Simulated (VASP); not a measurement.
Input of a VASP 6.6.1 run:

File INCAR:

```
SYSTEM = BiTe
ALGO = Normal ; EDIFF = 1E-6
ENCUT = 520 ; GGA = PE
ISIF = 2 ; ISMEAR = 0
LASPH = .TRUE. ; LCHARG = .FALSE.
LREAL = .FALSE. ; LWAVE = .FALSE.
NBANDS = 18 ; NELM = 100
PREC = Accurate ; SIGMA = 0.05
```

KPOINTS

```
k-points
0
G
  10 10 10
  0 0 0
```

File POSCAR:

```
BiTe
1.0
    3.9392225376      0.0000000000      0.0000000000
    0.0000000000      3.9392225376      0.0000000000
    0.0000000000      0.0000000000      3.9392225376
Bi Te
1 1
Direct
    0.0000000000      0.0000000000      0.0000000000
    0.5000000000      0.5000000000      0.5000000000
```

Potentials or basis: VASP PAW PBE potentials, release 64 (Bi_d, Te).

The run is started by

```bash
$ cat potpaw_PBE.64/Bi_d/POTCAR potpaw_PBE.64/Te/POTCAR > POTCAR
$ mpirun -np 1 vasp_std > vasp.out
```

(1) Predict the pressure.

Answers

(1) -1.0 GPa.
